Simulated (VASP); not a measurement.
# AlN (Cm) in VASP: a series of runs, part 2 of 2

VASP 6.6.1.

## Step 4: Single point, PBE (atom 1 (Al) moved by -0.252 Å along [1 1 0] and +0.000 Å along [0 0 1])

The input, INCAR:

```
PREC = Accurate
ENCUT = 520
EDIFF = 1E-7
ISMEAR = 0
SIGMA = 0.05
LREAL = F
LASPH = T
NELM = 100
ALGO = Normal
ISIF = 2
LWAVE = F
LCHARG = T
GGA = PE
LELF = T
LVHAR = T
NBANDS = 26
```

The input, KPOINTS:

```
regular mesh
0
Gamma
  6 6 6
```

The input, POSCAR:

```
AlN
1.0
    4.4025164325      0.0000000000      0.0000000000
    0.0000000000     -4.4025164325      0.0000000000
    0.0000000000      0.0000000000     -4.4025164325
Al N
4 4
Direct
   -0.0404747856      0.0000000000     -0.0404747856
    0.5000000000      0.5000000000      0.0000000000
    0.5000000000      0.0000000000      0.5000000000
    0.0000000000      0.5000000000      0.5000000000
    0.7500000000      0.7500000000      0.7500000000
    0.2500000000      0.2500000000      0.7500000000
    0.2500000000      0.7500000000      0.2500000000
    0.7500000000      0.2500000000      0.2500000000
```

Command:

```bash
> cat potpaw_PBE.64/Al/POTCAR potpaw_PBE.64/N/POTCAR > POTCAR
> mpirun -np 1 vasp_std > vasp.out
```

It took 2.3 min on 1 thread of Intel Xeon Platinum 8375C at 2.90GHz (Ice Lake), shared host; peak memory 0.26 GiB.

Results (log left out):

```yaml
Free_energy: -58.7339 eV
Pressure: 2.0 GPa
Largest_force: 5.689 eV/Å
Band_gap_on_the_k_mesh: 2.25 eV
```

Forces on the atoms (eV/Å):
```
Al   3.826 -1.754 -3.826
Al  -0.828 -0.040 -0.589
Al  -0.867  0.043  0.867
Al   0.589 -0.040  0.828
N   -1.783  1.836  1.783
N   -0.308  0.084  0.174
N   -0.456 -0.213  0.456
N   -0.174  0.084  0.308
```

Stress tensor (GPa, compression positive):
```
 1.28 -3.30 -2.36
-3.30  3.47  3.30
-2.36  3.30  1.28
```

Levels at points of the mesh, in eV from the valence-band top:
| k point | band 14 | band 15 | band 16 | band 17 | band 18 | band 19 |
| --- | --- | --- | --- | --- | --- | --- |
| (0.00, 0.00, 0.00) | -0.33 | -0.23 | 0.00 | 2.25 | 3.07 | 3.34 |
| (0.50, 0.00, 0.00) | -1.54 | -0.96 | -0.73 | 4.84 | 5.57 | 5.72 |
| (0.00, 0.50, 0.00) | -1.22 | -1.18 | -1.09 | 4.73 | 5.56 | 5.75 |
| (0.50, 0.50, 0.00) | -1.05 | -0.57 | -0.27 | 6.56 | 7.40 | 7.47 |
| (0.50, 0.00, 0.50) | -0.82 | -0.71 | -0.59 | 6.57 | 7.41 | 7.45 |
| (0.50, 0.50, 0.50) | -0.48 | -0.47 | -0.09 | 6.57 | 6.74 | 6.86 |

Caveat: the cell differs from its parent crystal (atom 1 (Al) moved by -0.252 Å along [1 1 0] and +0.000 Å along [0 0 1]); forces of over 1 eV/Å act on the atoms, so gaps and moduli don't describe the material at rest.

## Step 5: Single point, PBE (atom 1 (Al) moved by -0.504 Å along [1 1 0] and +0.000 Å along [0 0 1])

The input, INCAR:

```
ALGO = Normal
EDIFF = 1E-6
ENCUT = 520
GGA = PE
ISIF = 2
ISMEAR = 0
LASPH = True
LCHARG = False
LREAL = False
LWAVE = False
NBANDS = 26
NELM = 80
PREC = Accurate
SIGMA = 0.05
```

The input, KPOINTS:

```
k-points
0
Gamma
  6 6 6
```

Edit POSCAR of step 4 so:

```diff
@@ -8,3 +8,3 @@
 Direct
-   -0.0404747856      0.0000000000     -0.0404747856
+   -0.0809495713      0.0000000000     -0.0809495713
     0.5000000000      0.5000000000      0.0000000000
```

Potentials or basis: VASP PAW PBE potentials, release 64 (Al, N).

Command:

```bash
> cat potpaw_PBE.64/Al/POTCAR potpaw_PBE.64/N/POTCAR > POTCAR
> mpirun -np 1 vasp_std > vasp.out
```

OUTCAR:

```text
EDIFF = 1E-6
   ENCUT = 520
   GGA = PE
   ISIF = 2
   ISMEAR = 0
   LASPH = True
   LREAL = False
   NELM = 80
   PREC = Accurate

 ion  position               nearest neighbor table
   1  0.919  0.000  0.919-   5 1.52   6 1.97   8 1.97   7 2.34   3 2.61   4 2.89   4 2.89   2 2.89
                             2 2.89   3 3.15   3 3.15
   2  0.500  0.500  0.000-   5 1.91   6 1.91   7 1.91   8 1.91   1 2.89   1 2.89   4 3.11   3 3.11
                             4 3.11   3 3.11   3 3.11   3 3.11   4 3.11   4 3.11
   3  0.500  0.000  0.500-   5 1.91   6 1.91   7 1.91   8 1.91   1 2.61   2 3.11   4 3.11   2 3.11
                             2 3.11   4 3.11   2 3.11   4 3.11   4 3.11   1 3.15   1 3.15
   4  0.000  0.500  0.500-   5 1.91   6 1.91   7 1.91   8 1.91   1 2.89   1 2.89   3 3.11   2 3.11
                             2 3.11   3 3.11   2 3.11   3 3.11   2 3.11   3 3.11
   5  0.750  0.750  0.750-   1 1.52   2 1.91   3 1.91   4 1.91
   6  0.250  0.250  0.750-   2 1.91   3 1.91   4 1.91   1 1.97
   7  0.250  0.750  0.250-   2 1.91   3 1.91   4 1.91   1 2.34
   8  0.750  0.250  0.250-   2 1.91   3 1.91   4 1.91   1 1.97

  LATTYP: Found a simple cubic cell.
 ALAT       =     4.4025164325

  Lattice vectors:

 A1 = (   4.4025164325,   0.0000000000,   0.0000000000)
 A2 = (   0.0000000000,  -4.4025164325,   0.0000000000)
 A3 = (   0.0000000000,   0.0000000000,  -4.4025164325)

Analysis of symmetry for initial positions (statically):
=====================================================================
 Subroutine PRICEL returns:
 Original cell was already a primitive cell.

 Routine SETGRP: Setting up the symmetry group for a
 simple cubic supercell.

 Subroutine GETGRP returns: Found  2 space group operations
 (whereof  2 operations were pure point group operations)
 out of a pool of 48 trial point group operations.

The static configuration has the point symmetry C_1h.

Analysis of symmetry for dynamics (positions and initial velocities):
=====================================================================
 Subroutine PRICEL returns:
 Original cell was already a primitive cell.

 Routine SETGRP: Setting up the symmetry group for a
 simple cubic supercell.

 Subroutine GETGRP returns: Found  2 space group operations
 (whereof  2 operations were pure point group operations)
 out of a pool of 48 trial point group operations.

The dynamic configuration has the point symmetry C_1h.

 Subroutine INISYM returns: Found  2 space group operations
 (whereof  2 operations are pure point group operations),
 and found     1 'primitive' translations

----------------------------------------------------------------------------------------

                                     Primitive cell

  volume of cell :      85.3302

  direct lattice vectors                    reciprocal lattice vectors
     4.402516432  0.000000000  0.000000000     0.227142821  0.000000000  0.000000000
     0.000000000 -4.402516432  0.000000000     0.000000000 -0.227142821  0.000000000
     0.000000000  0.000000000 -4.402516432     0.000000000  0.000000000 -0.227142821

  length of vectors
     4.402516432  4.402516432  4.402516432     0.227142821  0.227142821  0.227142821

  position of ions in fractional coordinates (direct lattice)
     0.919050429  0.000000000  0.919050429
     0.500000000  0.500000000  0.000000000
     0.500000000  0.000000000  0.500000000
     0.000000000  0.500000000  0.500000000
[... 38 lines left out ...]
 ===========================================

 Found     68 irreducible k-points:

 Following reciprocal coordinates:
            Coordinates               Weight
  0.000000  0.000000  0.000000      1.000000
  0.166667  0.000000  0.000000      4.000000
  0.000000  0.166667  0.000000      2.000000
  0.333333  0.000000  0.000000      4.000000
  0.000000  0.333333  0.000000      2.000000
  0.500000  0.000000  0.000000      2.000000
[... 16 lines left out ...]
 -0.333333  0.333333  0.000000      4.000000
 -0.333333  0.000000  0.333333      2.000000
 [... further k-points ...]
   k-points           NKPTS =     68   k-points in BZ     NKDIM =     68   number of bands    NBANDS=     26
   number of dos      NEDOS =    301   number of ions     NIONS =      8
   total plane-waves  NPLWV =  46656
   dimension x,y,z NGX =    36 NGY =   36 NGZ =   36
   dimension x,y,z NGXF=    72 NGYF=   72 NGZF=   72
   ions per type =               4   4
   NGX,Y,Z   is equivalent  to a cutoff of  13.59, 13.59, 13.59 a.u.
   NGXF,Y,Z  is equivalent  to a cutoff of  27.19, 27.19, 27.19 a.u.
 SYSTEM =  unknown system
   PREC   = accura    normal or accurate (medium, high low for compatibility)
   ISTART =      0    job   : 0-new  1-cont  2-samecut
   ICHARG =      2    charge: 1-file 2-atom 10-const
   ISPIN  =      1    spin polarized calculation?
   LNONCOLLINEAR =      F non collinear calculations
   LSORBIT =      F    spin-orbit coupling
   LASPH  =      T    aspherical Exc in radial PAW
   ENCUT  =  520.0 eV  38.22 Ry    6.18 a.u.   8.19  8.19  8.19*2*pi/ulx,y,z
   NELM   =     80;   NELMIN=  2; NELMDL= -5     # of ELM steps
   EDIFF  = 0.1E-05   stopping-criterion for ELM
   LREAL  =      F    real-space projection
[... 7 lines left out ...]
   TEBEG  =    0.0;   TEEND  =   0.0 temperature during run
   PSTRESS=    0.0 pullay stress
   NELECT =      32.0000    total number of electrons
   NUPDOWN=      -1.0000    fix difference up-down
   EMIN   =  10.00;   EMAX   =-10.00  energy-range for DOS
   EFERMI =   0.00;   METHOD = LEGACY
   ISMEAR =     0;   SIGMA  =   0.05  broadening in eV -4-tet -1-fermi 0-gaus
   EFERMI_NEDOS =   21; number of points for ismear=-14 and -15
   IALGO  =     38    algorithm
   IMIX   =      4    mixing-type and parameters
     AMIX     =   0.40;   BMIX     =  1.00
     AMIX_MAG =   1.60;   BMIX_MAG =  1.00
  volume/ion in A,a.u.               =      10.67        71.98
  Fermi-wavevector in a.u.,A,eV,Ry     =   1.180567  2.230947 18.962951  1.393738
  Thomas-Fermi vector in A             =   2.316857
   LORBIT       =      0    0 simple, 1 ext, 2 COOP (PROOUT), +10 PAW based schemes
   GGA     = PE    functional components
   LHFCALC =     F    Hartree Fock is set to
   AEXX    =    0.0000 exact exchange contribution
   IVDW    =     0    specifies the selected vdW correction
   LEPSILON=     F    determine dielectric tensor
   LRPA    =     F    only Hartree local field effects (RPA)
 non-spin polarized calculation
 Gauss-broadening in eV      SIGMA  =   0.05
  energy-cutoff  :      520.00
  volume of cell :       85.33
 maximum number of plane-waves:      2325
 NGX is ok and might be reduce to    36
   NGX = 17   NGY = 17   NGZ = 17

 number of electron      31.9999997 magnetization

 Free energy of the ion-electron system (eV)
  ---------------------------------------------------
  ext. energy  EPLUGINS =         0.00000000
  ---------------------------------------------------
  free energy    TOTEN  =       -56.46987670 eV

  energy without entropy =      -56.46987670  energy(sigma->0) =      -56.46987670

 E-fermi :   6.8166     XC(G=0): -10.8215

 val. band max:        6.5306379321   @ k =   0.5000   0.5000   0.5000
 cond. band min:       7.3717872021   @ k =   0.0000   0.0000   0.0000
 fundamental gap:      0.8411492700
 Fermi energy:         6.8166249624

 k-point     1 :       0.0000    0.0000    0.0000
  band No.  band energies     occupation
      1      -9.5101      2.00000
      2      -7.3070      2.00000
      3      -6.4773      2.00000
      4      -5.7282      2.00000
      5       0.5218      2.00000
      6       0.5413      2.00000
[... 685 lines left out ...]
     25      16.1280      0.00000
     26      16.4939      0.00000

 [... further k-points ...]
[... 5 lines left out ...]
  --------------------------------------------------------------------------------------
  -------------------------------------------------------------------------------------
  Total        2.8158876      9.1845644      2.8158876     -5.3079664      5.3079664     -4.5851768
  in kB       52.8716589    172.4511869     52.8716589    -99.6634210     99.6634207    -86.0921808
  external PRESSURE =      92.7315015 kB  Pullay stress =       0.0000000 kB

 VOLUME and BASIS-vectors are now :
 -----------------------------------------------------------------------------
  energy-cutoff  :      520.00
  volume of cell :       85.33
      direct lattice vectors                 reciprocal lattice vectors
     4.402516432  0.000000000  0.000000000     0.227142821  0.000000000  0.000000000
     0.000000000 -4.402516432  0.000000000     0.000000000 -0.227142821  0.000000000
     0.000000000  0.000000000 -4.402516432     0.000000000  0.000000000 -0.227142821

 POSITION                                       TOTAL-FORCE (eV/Angst)
 -----------------------------------------------------------------------------------
      4.04613      0.00000     -4.04613         9.240542     -8.264564     -9.240542
      2.20126     -2.20126      0.00000        -1.563808     -0.144463     -1.135846
      2.20126      0.00000     -2.20126        -1.900582      0.175773      1.900582
      0.00000     -2.20126     -2.20126         1.135846     -0.144463      1.563808
      3.30189     -3.30189     -3.30189        -5.712377      7.780529      5.712377
      1.10063     -1.10063     -3.30189        -0.670587      0.280950      0.261213
      1.10063     -3.30189     -1.10063        -0.267820      0.035288      0.267820
      3.30189     -1.10063     -1.10063        -0.261213      0.280950      0.670587
 -----------------------------------------------------------------------------------
    total drift:                                0.000081     -0.000179     -0.000081

  FREE ENERGIE OF THE ION-ELECTRON SYSTEM (eV)
  ---------------------------------------------------
  free  energy   TOTEN  =       -56.4698766985 eV

  energy  without entropy=      -56.4698766985  energy(sigma->0) =      -56.46987670
```

Run time: 2.3 min. Hardware: 1 thread of Intel Xeon Platinum 8375C at 2.90GHz (Ice Lake), shared host; peak memory 0.26 GiB.

Results:

| Property | Result |
| --- | --- |
| Free energy | -56.4699 eV |
| Pressure | 9.3 GPa |
| Largest force | 15.462 eV/Å |
| Band gap on the k mesh | 0.84 eV (least direct gap 0.92 eV) |

Forces on the atoms (eV/Å):
```
Al   9.241 -8.265 -9.241
Al  -1.564 -0.144 -1.136
Al  -1.901  0.176  1.901
Al   1.136 -0.144  1.564
N   -5.712  7.781  5.712
N   -0.671  0.281  0.261
N   -0.268  0.035  0.268
N   -0.261  0.281  0.671
```

Levels at points of the mesh, in eV from the valence-band top:
```csv
k point,band 12,band 13,band 14,band 15,band 16,band 17,band 18,band 19,band 20,band 21
"(0.00, 0.00, 0.00)",-2.28,-2.18,-0.74,-0.61,-0.08,0.84,2.70,2.86,3.97,7.19
"(0.50, 0.00, 0.00)",-2.81,-2.47,-2.25,-1.21,-0.73,3.52,5.05,5.36,6.25,8.43
"(0.00, 0.50, 0.00)",-2.44,-1.72,-1.67,-1.52,-1.19,3.16,5.07,5.35,6.32,8.53
"(0.50, 0.50, 0.00)",-2.36,-2.24,-1.76,-0.87,-0.29,5.03,6.86,6.95,7.45,7.59
"(0.50, 0.00, 0.50)",-2.10,-1.65,-1.35,-0.93,-0.87,5.20,6.81,6.96,7.64,7.72
"(0.50, 0.50, 0.50)",-1.60,-0.91,-0.73,-0.72,0.00,5.44,5.86,6.22,6.48,7.26
```

Caveat: the cell differs from its parent crystal (atom 1 (Al) moved by -0.504 Å along [1 1 0] and +0.000 Å along [0 0 1]); the stress differs along the axes, from 5 to 17 GPa; forces of over 1 eV/Å act on the atoms, so gaps and moduli don't describe the material at rest. A k mesh can miss the band edges.

## Step 6: Overview

| cell | gap on the mesh (eV) | pressure (GPa) | largest force (eV/Å) |
| --- | --- | --- | --- |
| as given, atomic positions A | 0.92 | 7.3 | 8.12 |
| as given, atomic positions B | 0.96 | 20.1 | 28.44 |
| as given, atomic positions C | 2.25 | 2.0 | 5.69 |
| as given, atomic positions D | 0.84 | 9.3 | 15.46 |

Alike in all rows: task single point; level PBE; potentials or basis VASP PAW PBE potentials, release 64 (Al, N); no spin polarisation; k mesh 6 × 6 × 6; cutoff (eV) 520; smearing gaussian 0.05 eV.

Caveats: forces of over 1 eV/Å act on the atoms, so gaps and moduli don't describe the material at rest; the stress differs along the axes, from -3 to 12 GPa (at least some runs); the stress differs along the axes, from -0 to 30 GPa (at least some runs); the stress differs along the axes, from 5 to 17 GPa (at least some runs).

Total energies depend on the potentials used, so only differences within one code and one set of settings carry meaning.
